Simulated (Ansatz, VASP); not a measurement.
# One calculation of ScSiS3, two programs

INCAR

```
SYSTEM = ScSiS3
PREC = Accurate
ENCUT = 600
EDIFF = 1E-6
ISMEAR = 0
SIGMA = 0.1
LREAL = .FALSE.
LASPH = .TRUE.
NELM = 60
ALGO = Normal
ISIF = 3
LWAVE = .FALSE.
LCHARG = .FALSE.
GGA = PE
IBRION = 2
NSW = 100
EDIFFG = -0.01
```

KPOINTS

```
Automatic mesh
0
G
  10 10 8
  0 0 0
```

POSCAR

```
ScSiS3
1.0
    4.3619476068      0.0000000000      0.0000000000
    0.0000000000      4.3619476068      0.0000000000
    0.0000000000      0.0000000000      5.5379594442
Sc Si S
1 1 3
Direct
    0.5000000000      0.5000000000      0.1558818675
    0.0000000000      0.0000000000      0.5433601681
    0.0000000000      0.5000000000      0.4051785840
    0.0000000000      0.0000000000      0.9289197863
    0.5000000000      0.0000000000      0.4051785840
```

Input for Ansatz:

```yaml
crystal:
  lattice:
    - [4.3619476068, 0.0, 0.0]
    - [0.0, 4.3619476068, 0.0]
    - [0.0, 0.0, 5.5379594442]
  atoms:
    - { symbol: Sc, position: [0.5, 0.5, 0.1558818675] }
    - { symbol: Si, position: [0.0, 0.0, 0.5433601681] }
    - { symbol: S, position: [0.0, 0.5, 0.405178584] }
    - { symbol: S, position: [0.0, 0.0, 0.9289197863] }
    - { symbol: S, position: [0.5, 0.0, 0.405178584] }
basis:
  ecutwfc: 420
kpoints:
  mp_grid: { grid: [10, 10, 8] }
hamiltonian:
  xc: pbe
scf:
  occupations: { method: gaussian, width: 0.1 }
output:
  forces: true
  stress: true
  eigenvalues: true
relax:
  adjacent_minimum: "off"
  f_tol: 0.01
  max_steps: 80
  cell: { stress_tol: 0.05 }
```

Change from the starting cell: species swapped into the RbSeBr3 type (P4mm, No. 99).

Alike in both runs: task relaxation of cell and atoms; functional PBE; k mesh 10 × 10 × 8; occupations gaussian, width 0.1 eV; no spin polarisation.

|  | VASP | Ansatz |
| --- | --- | --- |
| version | VASP 6.6.1 | Ansatz 0.2.0 |
| potentials or method | VASP PAW PBE potentials, release 64 (Sc_sv, Si, S), cutoff 600 eV | scalar-relativistic, plane waves, PAW |
| valence electrons in the cell | 33 | 33 |

|  | VASP | Ansatz | Ansatz less VASP |
| --- | --- | --- | --- |
| gap on the k mesh at the Fermi level, each at its own relaxed structure (eV) | none | none | - |
| relaxed volume (Å³/atom) | 21.22 | 21.24 | +0.016 |
| relaxed length of the cell vector where the two differ most in proportion (Å) | 5.610 | 5.615 | +0.0046 |

A gap of «none» marks a metal or a gap that the smearing closes.
